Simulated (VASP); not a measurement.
Al, 2 atoms in the cell. Symmetry: Fd-3m, No. 227, cubic system. Conventional cell: a = 4.802 Å, b = 4.802 Å, c = 4.802 Å, α = 90.00°, β = 90.00°, γ = 90.00°. Within 2.8 Å of Al (site symmetry -43m) lie 4 Al at 2.08 Å.  This cell differs from its parent crystal: volume scaled by 0.5.

* Program: VASP 6.6.1
* Task: density of states
* Functional: PBE
* Potentials or basis: VASP PAW PBE potentials, release 64 (Al)
* Cutoff: 520 eV
* k mesh: 12 × 12 × 12
* Occupations: fermi-dirac, width 0.05 eV
* Spin: no spin polarisation
* Dipole correction: no
* k mesh for the DOS: 18 × 18 × 18
* Occupations for the DOS: tetrahedron
* Further INCAR settings: ALGO = Normal; EDIFF = 1e-07; NBANDS = 10

Potentials or basis: VASP PAW PBE potentials, release 64 (Al).

The run is started by

```console
$ cat potpaw_PBE.64/Al/POTCAR > POTCAR
$ cp INCAR.step1 INCAR
$ cp KPOINTS.step1 KPOINTS
$ mpirun -np 1 vasp_std > vasp.out
$ cp INCAR.step2 INCAR
$ cp KPOINTS.step2 KPOINTS
$ mpirun -np 1 vasp_std > vasp.out
```

Hardware: 1 thread of Intel Xeon 8259CL, on a shared host.

Task: How long does it take, and how much memory?

Result: It took 88 s on 1 thread of Intel Xeon 8259CL (shared host), peak memory 0.17 GiB. Counts: k points 195.
